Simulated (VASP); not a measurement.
# NiF2 (R-3m) in VASP: single point with LDA

Aim: the single point of NiF2 with LDA.

Program: VASP 6.6.1. These are calculated values, not measurements. Logs are shortened: lines on timing, memory, paths and dates and some standing lists are left out, and cuts for length are marked.

### 1 The cell of the first run

It takes space group R-3m (No. 166, trigonal). The conventional cell has a = 2.812 Å, b = 2.812 Å, c = 13.830 Å, α = 90.00°, β = 90.00°, γ = 120.00°. Within 2.6 Å of Ni (site symmetry -3m) lie 6 F at 1.99 Å. F (site symmetry 3m) has 3 Ni at 1.99 Å within 2.6 Å.

### 2 Single point, LDA, non-collinear spin, typed start, spin-orbit coupling

File INCAR:

```
SYSTEM = NiF2
ALGO     = Normal         ! electronic algorithm
EDIFF    = 1E-6           ! SCF threshold, eV
ENCUT    = 520            ! plane-wave cutoff, eV
GGA_COMPAT= .FALSE.      
ISIF     = 2              ! what is computed and relaxed
ISMEAR   = -1             ! smearing method
LASPH    = .TRUE.         ! aspherical terms in the spheres
LCHARG   = .FALSE.        ! write CHGCAR
LMAXMIX  = 4              ! l up to which the mixer works
LORBIT   = 11             ! projections on sites
LORBMOM  = .TRUE.       
LREAL    = .FALSE.        ! projectors in reciprocal space
LSORBIT  = .TRUE.         ! spin-orbit coupling
LWAVE    = .FALSE.        ! write WAVECAR
MAGMOM   = 1 1.732 0 0 0 0 0 0 0 ! initial moments
NBANDS   = 37             ! bands
NELM     = 150            ! most SCF steps
PREC     = Accurate       ! precision mode
SIGMA    = 0.1            ! smearing width, eV
```

File KPOINTS:

```
k-points
0
G
  8 8 8
  0 0 0
```

File POSCAR:

```
NiF2
1.0
    1.4060366600      2.4353238000      0.0000000000
   -1.4060366600      2.4353238000      0.0000000000
   -1.4060366600      0.8117719400      4.6100871800
Ni F
1 2
Direct
    0.0000000000      0.0000000000      0.0000000000
    0.2500000000      0.5000000000      0.7500000000
    0.7500000000      0.5000000000      0.2500000000
```

Potentials or basis: VASP PAW LDA potentials, release 64 (Ni, F).

Command:

```console
$ cat potpaw_LDA.64/Ni/POTCAR potpaw_LDA.64/F/POTCAR > POTCAR
$ mpirun -np 1 vasp_ncl > vasp.out
```

OUTCAR:

```text
SYSTEM = NiF2
   EDIFF = 1E-6
   ENCUT = 520
   ISIF = 2
   ISMEAR = -1
   LASPH = .TRUE.
   LORBIT = 11
   LREAL = .FALSE.
   LSORBIT = .TRUE.
   NELM = 150
   PREC = Accurate

 ion  position               nearest neighbor table
   1  0.000  0.000  0.000-   2 1.99   3 1.99   3 1.99   2 1.99   3 1.99   2 1.99
   2  0.250  0.500  0.750-   1 1.99   1 1.99   1 1.99
   3  0.750  0.500  0.250-   1 1.99   1 1.99   1 1.99

  LATTYP: Found a trigonal (rhomboedric) cell.
 ALAT       =     4.8876187023
 COS(alpha) =     0.8344883194

  Lattice vectors:

 A1 = (   1.4060366600,   0.8117719400,   4.6100871800)
 A2 = (  -1.4060366600,   0.8117719400,   4.6100871800)
 A3 = (  -0.0000000000,  -1.6235518600,   4.6100871800)

Analysis of symmetry for initial positions (statically):
=====================================================================
 Subroutine PRICEL returns:
 Original cell was already a primitive cell.

 Routine SETGRP: Setting up the symmetry group for a
 trigonal (rhombohedral) supercell.

 Subroutine GETGRP returns: Found 12 space group operations
 (whereof 12 operations were pure point group operations)
 out of a pool of 12 trial point group operations.

The static configuration has the point symmetry D_3d.

Analysis of symmetry for dynamics (positions and initial velocities):
=====================================================================
 Subroutine PRICEL returns:
 Original cell was already a primitive cell.

 Routine SETGRP: Setting up the symmetry group for a
 trigonal (rhombohedral) supercell.

 Subroutine GETGRP returns: Found 12 space group operations
 (whereof 12 operations were pure point group operations)
 out of a pool of 12 trial point group operations.

The dynamic configuration has the point symmetry D_3d.

Analysis of structural, dynamic, and magnetic symmetry:
=====================================================================
 Subroutine PRICEL returns:
 Original cell was already a primitive cell.

 Routine SETGRP: Setting up the symmetry group for a
 trigonal (rhombohedral) supercell.

 Subroutine GETGRP returns: Found  2 space group operations
 (whereof  2 operations were pure point group operations)
 out of a pool of 12 trial point group operations.

The overall configuration has the point symmetry S_2 .

 Subroutine INISYM returns: Found  2 space group operations
 (whereof  2 operations are pure point group operations),
 and found     1 'primitive' translations

----------------------------------------------------------------------------------------

                                     Primitive cell

[... 1111 lines left out ...]
      0.00000      3.24710      1.15252        -0.000569      0.000331     -0.858766
 -----------------------------------------------------------------------------------
    total drift:                                0.000000      0.000000      0.000000

  FREE ENERGIE OF THE ION-ELECTRON SYSTEM (eV)
  ---------------------------------------------------
  free  energy   TOTEN  =       -15.4553985145 eV

  energy  without entropy=      -15.4502280093  energy(sigma->0) =      -15.45281326

 orbital moment (x)

 # of ion     p       d       tot
 ----------------------------------------
  1         0.000   0.091   0.091
  2        -0.002   0.000  -0.002
  3        -0.002   0.000  -0.002
 ----------------------------------------
           -0.004   0.091   0.087

 orbital moment (y)

 # of ion     p       d       tot
 ----------------------------------------
  1         0.000   0.159   0.159
  2        -0.003   0.000  -0.003
  3        -0.003   0.000  -0.003
 ----------------------------------------
           -0.007   0.159   0.152

 orbital moment (z)

 # of ion     p       d       tot
 ----------------------------------------
  1         0.000  -0.000  -0.000
  2         0.000   0.000   0.000
  3         0.000   0.000   0.000
 ----------------------------------------
            0.000  -0.000  -0.000

 Spin-Orbit-Coupling matrix elements

 Ion:    1  E_soc:     -0.0249962
 l=   1
     0.0000000    -0.0002207    -0.0002294
    -0.0002207     0.0000000    -0.0002210
    -0.0002294    -0.0002210     0.0000000
 l=   2
     0.0000000    -0.0011043     0.0000000    -0.0009049    -0.0021264
    -0.0011043     0.0000000    -0.0020620    -0.0011026    -0.0009058
     0.0000000    -0.0020620     0.0000000    -0.0025169     0.0000000
    -0.0009049    -0.0011026    -0.0025169     0.0000000    -0.0011042
    -0.0021264    -0.0009058     0.0000000    -0.0011042     0.0000000
 l=   3
     0.0000000     0.0000000     0.0000000     0.0000000     0.0000000     0.0000000     0.0000000
     0.0000000     0.0000000     0.0000000     0.0000000     0.0000000     0.0000000     0.0000000
     0.0000000     0.0000000     0.0000000     0.0000000     0.0000000     0.0000000     0.0000000
     0.0000000     0.0000000     0.0000000     0.0000000     0.0000000     0.0000000     0.0000000
[... 29 lines left out ...]
 l=   2
     0.0000000     0.0000000     0.0000000     0.0000000     0.0000000
     0.0000000     0.0000000     0.0000000     0.0000000     0.0000000
     0.0000000     0.0000000     0.0000000     0.0000000     0.0000000
     0.0000000     0.0000000     0.0000000     0.0000000     0.0000000
     0.0000000     0.0000000     0.0000000     0.0000000     0.0000000
 l=   3
     0.0000000     0.0000000     0.0000000     0.0000000     0.0000000     0.0000000     0.0000000
     0.0000000     0.0000000     0.0000000     0.0000000     0.0000000     0.0000000     0.0000000
     0.0000000     0.0000000     0.0000000     0.0000000     0.0000000     0.0000000     0.0000000
     0.0000000     0.0000000     0.0000000     0.0000000     0.0000000     0.0000000     0.0000000
     0.0000000     0.0000000     0.0000000     0.0000000     0.0000000     0.0000000     0.0000000
     0.0000000     0.0000000     0.0000000     0.0000000     0.0000000     0.0000000     0.0000000
     0.0000000     0.0000000     0.0000000     0.0000000     0.0000000     0.0000000     0.0000000

 total charge

# of ion       s       p       d       tot
------------------------------------------
    1        0.330   0.438   8.264   9.031
    2        1.733   4.300   0.000   6.033
    3        1.733   4.300   0.000   6.033
--------------------------------------------------
tot          3.797   9.037   8.264  21.097

 magnetization (x)

# of ion       s       p       d       tot
------------------------------------------
    1       -0.001  -0.001   0.792   0.790
    2        0.003   0.087   0.000   0.090
    3        0.003   0.087   0.000   0.090
--------------------------------------------------
tot          0.005   0.173   0.792   0.971

 magnetization (y)

# of ion       s       p       d       tot
------------------------------------------
    1       -0.002  -0.002   1.378   1.375
    2        0.006   0.151   0.000   0.157
    3        0.006   0.151   0.000   0.157
--------------------------------------------------
tot          0.009   0.301   1.378   1.689

 magnetization (z)

# of ion       s       p       d       tot
------------------------------------------
    1        0.000   0.000  -0.000  -0.000
    2       -0.000  -0.000   0.000  -0.000
    3       -0.000  -0.000   0.000  -0.000
--------------------------------------------------
tot         -0.000  -0.000  -0.000  -0.000
```

Wall time 13 min (1 thread of Intel Xeon Platinum 8488C (Sapphire Rapids), shared host); peak memory 0.5 GiB.

Results:

```yaml
Free_energy: -15.4554 eV
Pressure: -0.4 GPa
Largest_force: 0.859 eV/Å
Net_moment: 2.00 μB per cell
Valence_electrons_inside_the_program's_atomic_spheres: Ni 9.03; F 6.03
```

Forces in eV/Å, atoms in the order of the input:
```
Ni   0.000  0.000  0.000
F    0.001  0.000  0.859
F   -0.001  0.000 -0.859
```

Stress tensor (GPa, compression positive):
```
  4.53  -0.01  -0.01
 -0.01   4.53   0.00
 -0.01   0.00 -10.35
```

Moments on the atoms (μB; x, y, z):
```
Ni  0.79 1.38 0.00
F   0.09 0.16 0.00
F   0.09 0.16 0.00
```

Caveat: a cell with one magnetic atom can't hold antiferromagnetic order, which such compounds often take.
